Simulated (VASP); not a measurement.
# Ta (Immm) in VASP: further runs

Runs on Ta. Level: PBE. Tasks: single point.

Everything below comes from runs of VASP 6.6.1. Logs are shortened: lines on timing, memory, paths and dates and some standing lists are left out, and cuts for length are marked.

### 1 The cell of the first run

The structure is orthorhombic, space group Immm (No. 71). The conventional cell has a = 2.821 Å, b = 3.045 Å, c = 3.319 Å, α = 90.00°, β = 90.00°, γ = 90.00°. Ta (site symmetry mmm) has 14 Ta at 2.66 to 3.32 Å within 3.5 Å.

### 2 Single point, PBE (normal strain along x -0.0825, normal strain along z -0.1500)

Contents of INCAR:

```
SYSTEM = Ta
  ALGO = Fast
  EDIFF = 1E-7
  ENCUT = 520
  GGA = PE
  ISIF = 2
  ISMEAR = 0
  LASPH = .True.
  LCHARG = .False.
  LREAL = .False.
  LWAVE = .False.
  NBANDS = 12
  NELM = 100
  PREC = Accurate
  SIGMA = 0.15
```

Contents of KPOINTS:

```
k-points
0
Gamma
  18 18 18
  0 0 0
```

Contents of POSCAR:

```
Ta
1.0
   -1.5225761745      1.6594835689      1.4105610336
    1.5225761745     -1.6594835689      1.4105610336
    1.5225761745      1.6594835689     -1.4105610336
Ta
1
Direct
    0.0000000000      0.0000000000      0.0000000000
```

Potentials or basis: VASP PAW PBE potentials, release 64 (Ta_pv).

Command:

```
$ cat potpaw_PBE.64/Ta_pv/POTCAR > POTCAR
$ mpirun -np 1 vasp_std > vasp.out
```

OUTCAR:

```text
SYSTEM = Ta
   EDIFF = 1E-7
   ENCUT = 520
   GGA = PE
   ISIF = 2
   ISMEAR = 0
   LASPH = .True.
   LREAL = .False.
   NELM = 100
   PREC = Accurate

 ion  position               nearest neighbor table
   1  0.000  0.000  0.000-

  LATTYP: Found a body centered orthorhombic cell.
 ALAT       =     2.8211220672
 B/A-ratio  =     1.0794117647
 C/A-ratio  =     1.1764705882

  Lattice vectors:

 A1 = (   1.5225761745,  -1.6594835689,   1.4105610336)
 A2 = (  -1.5225761745,  -1.6594835689,  -1.4105610336)
 A3 = (   1.5225761745,   1.6594835689,  -1.4105610336)

Analysis of symmetry for initial positions (statically):
=====================================================================
 Subroutine PRICEL returns:
 Original cell was already a primitive cell.

 Routine SETGRP: Setting up the symmetry group for a
 body centered orthorhombic supercell.

 Subroutine GETGRP returns: Found  8 space group operations
 (whereof  8 operations were pure point group operations)
 out of a pool of  8 trial point group operations.

The static configuration has the point symmetry D_2h.

Analysis of symmetry for dynamics (positions and initial velocities):
=====================================================================
 Subroutine PRICEL returns:
 Original cell was already a primitive cell.

 Routine SETGRP: Setting up the symmetry group for a
 body centered orthorhombic supercell.

 Subroutine GETGRP returns: Found  8 space group operations
 (whereof  8 operations were pure point group operations)
 out of a pool of  8 trial point group operations.

The dynamic configuration has the point symmetry D_2h.

 Subroutine INISYM returns: Found  8 space group operations
 (whereof  8 operations are pure point group operations),
 and found     1 'primitive' translations

----------------------------------------------------------------------------------------

                                     Primitive cell

  volume of cell :      14.2562

  direct lattice vectors                    reciprocal lattice vectors
    -1.522576174  1.659483569  1.410561034     0.000000000  0.301298554  0.354468887
     1.522576174 -1.659483569  1.410561034     0.328390795  0.000000000  0.354468887
     1.522576174  1.659483569 -1.410561034     0.328390795  0.301298554  0.000000000

  length of vectors
     2.657405944  2.657405944  2.657405944     0.465219315  0.483206691  0.445669533

  position of ions in fractional coordinates (direct lattice)
     0.000000000  0.000000000  0.000000000

  ion indices of the primitive-cell ions
   primitive index   ion index
                 1           1

----------------------------------------------------------------------------------------

 KPOINTS: k-points

Automatic generation of k-mesh.
 Grid dimensions read from file:
 generate k-points for:   18   18   18

 Generating k-lattice:

  Cartesian coordinates                     Fractional coordinates (reciprocal lattice)
     0.000000000  0.016738809  0.019692716     0.055555556  0.000000000 -0.000000000
     0.018243933  0.000000000  0.019692716     0.000000000  0.055555556  0.000000000
     0.018243933  0.016738809  0.000000000    -0.000000000  0.000000000  0.055555556

  Length of vectors
     0.025845517  0.026844816  0.024759419

  Shift w.r.t. Gamma in fractional coordinates (k-lattice)
     0.000000000  0.000000000  0.000000000

 Subroutine IBZKPT returns following result:
 ===========================================

 Found    865 irreducible k-points:

 Following reciprocal coordinates:
            Coordinates               Weight
  0.000000  0.000000  0.000000      1.000000
  0.055556 -0.000000  0.000000      4.000000
  0.111111 -0.000000  0.000000      4.000000
  0.166667  0.000000 -0.000000      4.000000
  0.222222  0.000000 -0.000000      4.000000
  0.277778 -0.000000  0.000000      4.000000
[... 16 lines left out ...]
 -0.333333  0.055556  0.000000      8.000000
 -0.277778  0.055556 -0.000000      8.000000
 [... further k-points ...]
   k-points           NKPTS =    865   k-points in BZ     NKDIM =    865   number of bands    NBANDS=     12
   number of dos      NEDOS =    301   number of ions     NIONS =      1
   total plane-waves  NPLWV =   8000
   dimension x,y,z NGX =    20 NGY =   20 NGZ =   20
   dimension x,y,z NGXF=    40 NGYF=   40 NGZF=   40
   ions per type =               1
   NGX,Y,Z   is equivalent  to a cutoff of  12.51, 12.51, 12.51 a.u.
   NGXF,Y,Z  is equivalent  to a cutoff of  25.02, 25.02, 25.02 a.u.
 SYSTEM =  Ta
   PREC   = accura    normal or accurate (medium, high low for compatibility)
   ISTART =      0    job   : 0-new  1-cont  2-samecut
   ICHARG =      2    charge: 1-file 2-atom 10-const
   ISPIN  =      1    spin polarized calculation?
   LNONCOLLINEAR =      F non collinear calculations
   LSORBIT =      F    spin-orbit coupling
   LASPH  =      T    aspherical Exc in radial PAW
   ENCUT  =  520.0 eV  38.22 Ry    6.18 a.u.   4.94  4.94  4.94*2*pi/ulx,y,z
   NELM   =    100;   NELMIN=  2; NELMDL= -5     # of ELM steps
   EDIFF  = 0.1E-06   stopping-criterion for ELM
   LREAL  =      F    real-space projection
   EDIFFG = 0.1E-05   stopping-criterion for IOM
   NSW    =      0    number of steps for IOM
   IBRION =     -1    ionic relax: 0-MD 1-quasi-New 2-CG
   NFREE  =      0    steps in history (QN), initial steepest desc. (CG)
   ISIF   =      2    stress and relaxation
   ISYM   =      2    0-nonsym 1-usesym 2-fastsym
   POTIM  = 0.5000    time-step for ionic-motion
   TEBEG  =    0.0;   TEEND  =   0.0 temperature during run
   PSTRESS=    0.0 pullay stress
   NELECT =      11.0000    total number of electrons
   NUPDOWN=      -1.0000    fix difference up-down
   EMIN   =  10.00;   EMAX   =-10.00  energy-range for DOS
   EFERMI =   0.00;   METHOD = LEGACY
   ISMEAR =     0;   SIGMA  =   0.15  broadening in eV -4-tet -1-fermi 0-gaus
   EFERMI_NEDOS =   21; number of points for ismear=-14 and -15
   IALGO  =     68    algorithm
   IMIX   =      4    mixing-type and parameters
     AMIX     =   0.40;   BMIX     =  1.00
     AMIX_MAG =   1.60;   BMIX_MAG =  1.00
  volume/ion in A,a.u.               =      14.26        96.21
  Fermi-wavevector in a.u.,A,eV,Ry     =   1.501543  2.837505 30.676122  2.254631
  Thomas-Fermi vector in A             =   2.612900
   LORBIT       =      0    0 simple, 1 ext, 2 COOP (PROOUT), +10 PAW based schemes
   GGA     = PE    functional components
   LHFCALC =     F    Hartree Fock is set to
   AEXX    =    0.0000 exact exchange contribution
   IVDW    =     0    specifies the selected vdW correction
   LEPSILON=     F    determine dielectric tensor
   LRPA    =     F    only Hartree local field effects (RPA)
 non-spin polarized calculation
 RMM-DIIS sequential band-by-band and
 Gauss-broadening in eV      SIGMA  =   0.15
  energy-cutoff  :      520.00
  volume of cell :       14.26
 maximum number of plane-waves:       400
   NGX =  9   NGY =  9   NGZ =  9

 number of electron      10.9999998 magnetization

 Free energy of the ion-electron system (eV)
  ---------------------------------------------------
  ext. energy  EPLUGINS =         0.00000000
  ---------------------------------------------------
  free energy    TOTEN  =       -10.89492886 eV

  energy without entropy =      -10.88387537  energy(sigma->0) =      -10.88940211

 E-fermi :   7.7493     XC(G=0): -13.8606

 val. band max:        7.7491103023   @ k =  -0.3889  -0.4444   0.2222
 cond. band min:       7.7511177278   @ k =   0.3333   0.4444   0.0556
 fundamental gap:      0.0020074255
 Fermi energy:         7.7493408806

 k-point     1 :       0.0000    0.0000    0.0000
  band No.  band energies     occupation
      1     -24.5889      2.00000
      2     -24.5700      2.00000
      3     -24.5049      2.00000
      4      -1.1519      2.00000
      5       7.0780      2.00000
      6       8.5465      0.00000
      7       9.7657      0.00000
      8      10.5306      0.00000
      9      13.7486      0.00000
     10      22.2923      0.00000
     11      23.0160      0.00000
     12      23.9711      0.00000

 k-point     2 :       0.0556   -0.0000    0.0000
  band No.  band energies     occupation
      1     -24.6307      2.00000
      2     -24.6107      2.00000
      3     -24.5361      2.00000
      4      -0.9595      2.00000
      5       7.1431      2.00000
      6       8.4785      0.00000
      7       9.7278      0.00000
      8      10.5147      0.00000
      9      13.5616      0.00000
     10      22.7056      0.00000
     11      23.0159      0.00000
     12      24.3137      0.00000

 k-point     3 :       0.1111   -0.0000    0.0000
  band No.  band energies     occupation
      1     -24.8678      2.00000
      2     -24.6730      2.00000
      3     -24.5579      2.00000
      4      -0.4134      2.00000
      5       7.2385      2.00000
      6       8.2183      0.00001
      7       9.7530      0.00000
      8      10.5833      0.00000
      9      13.1455      0.00000
     10      23.0154      0.00000
     11      23.6823      0.00000
     12      25.2951      0.00000

 k-point     4 :       0.1667    0.0000   -0.0000
  band No.  band energies     occupation
      1     -25.2286      2.00000
      2     -24.7671      2.00000
      3     -24.5792      2.00000
      4       0.3882      2.00000
      5       7.1329      2.00000
      6       7.7809      0.76592
      7      10.1565      0.00000
      8      10.8778      0.00000
      9      12.7365      0.00000
     10      23.0144      0.00000
     11      24.3903      0.00000
     12      26.8074      0.00000

 k-point     5 :       0.2222    0.0000   -0.0000
  band No.  band energies     occupation
      1     -25.6515      2.00000
      2     -24.8804      2.00000
      3     -24.6037      2.00000
      4       1.2622      2.00000
      5       6.7788      2.00000
      6       7.4161      1.99832
      7      11.0603      0.00000
      8      11.3052      0.00000
      9      12.5331      0.00000
     10      23.0110      0.00000
     11      23.8956      0.00000
     12      28.1179      0.00000
[... 228 lines left out ...]
      1     -26.8394      2.00000
      2     -25.2545      2.00000
      3     -24.6968      2.00000
      4       2.2581      2.00000
      5       5.5042      2.00000
      6       9.4878      0.00000
      7      11.2892      0.00000
      8      14.4019      0.00000
      9      16.5377      0.00000
     10      21.1257      0.00000
     11      23.0032      0.00000
     12      25.1165      0.00000

 k-point    22 :      -0.3889    0.0556    0.0000
  band No.  band energies     occupation
      1     -26.5895      2.00000
      2     -25.1807      2.00000
      3     -24.6736      2.00000
      4       2.3462      2.00000
      5       5.7886      2.00000
      6       8.3648      0.00000
      7      11.5299      0.00000
      8      13.4732      0.00000
      9      15.1193      0.00000
     10      21.5390      0.00000
     11      23.0153      0.00000
     12      27.1664      0.00000

 k-point    23 :      -0.3333    0.0556    0.0000
  band No.  band energies     occupation
      1     -26.2488      2.00000
      2     -25.0775      2.00000
      3     -24.6461      2.00000
      4       2.2333      2.00000
      5       6.1625      2.00000
      6       7.4986      1.98191
      7      11.6490      0.00000
      8      12.5976      0.00000
      9      13.6581      0.00000
     10      22.2984      0.00000
     11      23.0229      0.00000
     12      28.7673      0.00000

 k-point    24 :      -0.2778    0.0556   -0.0000
  band No.  band energies     occupation
      1     -25.8508      2.00000
      2     -24.9557      2.00000
      3     -24.6174      2.00000
      4       1.7135      2.00000
      5       6.5469      2.00000
      6       7.2812      1.99999
      7      11.2367      0.00000
      8      11.9428      0.00000
      9      12.7501      0.00000
     10      22.9993      0.00000
     11      23.3536      0.00000
     12      28.1533      0.00000

 [... further k-points ...]
[... 5 lines left out ...]
  --------------------------------------------------------------------------------------
  -------------------------------------------------------------------------------------
  Total        7.2336599      5.6735963      8.5467434      0.0000000      0.0000000      0.0000000
  in kB      812.9518256    637.6247349    960.5221576      0.0000000      0.0000000      0.0000000
  external PRESSURE =     803.6995727 kB  Pullay stress =       0.0000000 kB

 VOLUME and BASIS-vectors are now :
 -----------------------------------------------------------------------------
  energy-cutoff  :      520.00
  volume of cell :       14.26
      direct lattice vectors                 reciprocal lattice vectors
    -1.522576174  1.659483569  1.410561034     0.000000000  0.301298554  0.354468887
     1.522576174 -1.659483569  1.410561034     0.328390795  0.000000000  0.354468887
     1.522576174  1.659483569 -1.410561034     0.328390795  0.301298554  0.000000000

 POSITION                                       TOTAL-FORCE (eV/Angst)
 -----------------------------------------------------------------------------------
      0.00000      0.00000      0.00000        -0.000000      0.000000      0.000000
 -----------------------------------------------------------------------------------
    total drift:                                0.000000     -0.000000      0.000000

  FREE ENERGIE OF THE ION-ELECTRON SYSTEM (eV)
  ---------------------------------------------------
  free  energy   TOTEN  =       -10.8949288567 eV

  energy  without entropy=      -10.8838753692  energy(sigma->0) =      -10.88940211
```

Wall time 47 s (1 thread of Intel Xeon 6975P-C (Granite Rapids), shared host); peak memory 0.25 GiB.

Results:

| Property | Result |
| --- | --- |
| Free energy | -10.8949 eV |
| Pressure | 80.4 GPa |

Caveat: the cell differs from its parent crystal (normal strain along x -0.0825, normal strain along z -0.1500); spin-orbit coupling is left out, which moves the levels of the heavy elements.

### 3 Single point, PBE (normal strain along x -0.0550, normal strain along z -0.1125)

Contents of INCAR:

```
SYSTEM = Ta
ALGO = Fast
EDIFF = 1E-7
ENCUT = 520
GGA = PE
ISIF = 2
ISMEAR = 0
LASPH = .TRUE.
LCHARG = .TRUE.
LELF = .TRUE.
LREAL = .FALSE.
LVHAR = .TRUE.
LWAVE = .FALSE.
NBANDS = 12
NELM = 60
PREC = Accurate
SIGMA = 0.15
```

Contents of KPOINTS:

```
k-points
0
G
  18 18 18
  0 0 0
```

Contents of POSCAR:

```
Ta
1.0
   -1.5682119726      1.6594835689      1.4727916674
    1.5682119726     -1.6594835689      1.4727916674
    1.5682119726      1.6594835689     -1.4727916674
Ta
1
Direct
    0.0000000000      0.0000000000      0.0000000000
```

Potentials or basis: VASP PAW PBE potentials, release 64 (Ta_pv).

Command:

```
$ cat potpaw_PBE.64/Ta_pv/POTCAR > POTCAR
$ mpirun -np 1 vasp_std > vasp.out
```

It took 1.7 min on 1 thread of Intel Xeon 6975P-C, shared host; peak memory 0.26 GiB.

Results (log left out):

```
Free energy : -11.3747 eV
Pressure    : 49.2 GPa
```

Stress tensor (GPa, compression positive):
```
49.96  0.00  0.00
 0.00 39.60  0.00
 0.00  0.00 58.12
```

Levels at points of the mesh, in eV from the Fermi level:
```csv
k point,band 3,band 4,band 5,band 6,band 7,band 8
"(0.00, 0.00, 0.00)",-32.45,-8.56,-0.20,0.86,1.63,3.27
"(0.50, 0.00, 0.00)",-32.55,-5.22,-2.15,2.53,3.77,6.74
"(0.00, 0.50, 0.00)",-32.62,-5.26,-2.96,3.00,5.31,6.89
"(0.50, 0.50, 0.00)",-32.44,-5.20,-1.09,1.93,3.04,5.33
"(0.50, 0.50, 0.50)",-33.54,-5.12,-4.75,7.93,8.21,8.53
```

Caveat: the cell differs from its parent crystal (normal strain along x -0.0550, normal strain along z -0.1125); spin-orbit coupling is left out, which moves the levels of the heavy elements.

### 4 Single point, PBE (normal strain along x -0.0825, normal strain along z +0.1500)

Contents of INCAR:

```
  PREC = Accurate
  ENCUT = 520
  EDIFF = 1E-6
  ISMEAR = 0
  SIGMA = 0.15
  LREAL = False
  LASPH = True
  NELM = 60
  ALGO = Fast
  ISIF = 2
  LWAVE = False
  LCHARG = False
  GGA = PE
  NBANDS = 12
```

Contents of KPOINTS:

```
regular mesh
0
Gamma
  18 18 18
```

Contents of POSCAR:

```
Ta
1.0
   -1.5225761745      1.6594835689      1.9084061042
    1.5225761745     -1.6594835689      1.9084061042
    1.5225761745      1.6594835689     -1.9084061042
Ta
1
Direct
    0.0000000000      0.0000000000      0.0000000000
```

Command:

```
$ cat potpaw_PBE.64/Ta_pv/POTCAR > POTCAR
$ mpirun -np 1 vasp_std > vasp.out
```

Wall time 1.7 min (1 thread of Intel Xeon 6975P-C, shared host); peak memory 0.31 GiB.

The run converged. Its results:

```
Free energy : -11.6839 eV
Pressure    : -6.6 GPa
```

Stress tensor (GPa, compression positive):
```
 -1.82   0.00   0.00
  0.00  -3.72   0.00
  0.00   0.00 -14.14
```

Levels at points of the mesh, in eV from the Fermi level:
```tsv
k point	band 3	band 4	band 5	band 6	band 7	band 8
(0.00, 0.00, 0.00)	-33.48	-7.82	-0.33	0.90	1.81	2.16
(0.50, 0.00, 0.00)	-33.52	-4.39	0.03	0.54	1.37	4.26
(0.00, 0.50, 0.00)	-33.60	-4.23	-1.19	1.21	2.08	5.71
(0.50, 0.50, 0.00)	-33.66	-4.14	-2.63	2.06	4.59	5.94
(0.50, 0.50, 0.50)	-33.92	-3.85	-3.32	5.05	5.82	6.26
```

Caveat: the cell differs from its parent crystal (normal strain along x -0.0825, normal strain along z +0.1500); spin-orbit coupling is left out, which moves the levels of the heavy elements.

### 5 Overview

| cell | further INCAR settings | gap on the mesh (eV) | pressure (GPa) |
| --- | --- | --- | --- |
| a = 2.657 Å, angles 110.1, 102.7, 115.9°, 1 atom | ALGO = Fast; EDIFF = 1e-07; NBANDS = 12 | none | 80.4 |
| a = 2.717 Å, angles 109.5, 104.7, 114.4°, 1 atom | ALGO = Fast; EDIFF = 1e-07; NBANDS = 12 | none | 49.2 |
| a = 2.952 Å, angles 117.9, 111.6, 99.4°, 1 atom | ALGO = Fast; EDIFF = 1e-06; NBANDS = 12 | none | -6.6 |

Alike in all rows: task single point; level PBE; potentials or basis VASP PAW PBE potentials, release 64 (Ta_pv); no spin polarisation; k mesh 18 × 18 × 18; cutoff (eV) 520; smearing gaussian 0.15 eV.

Caveats: spin-orbit coupling is left out, which moves the levels of the heavy elements.

Total energies depend on the potentials used, so only differences within one code and one set of settings carry meaning.
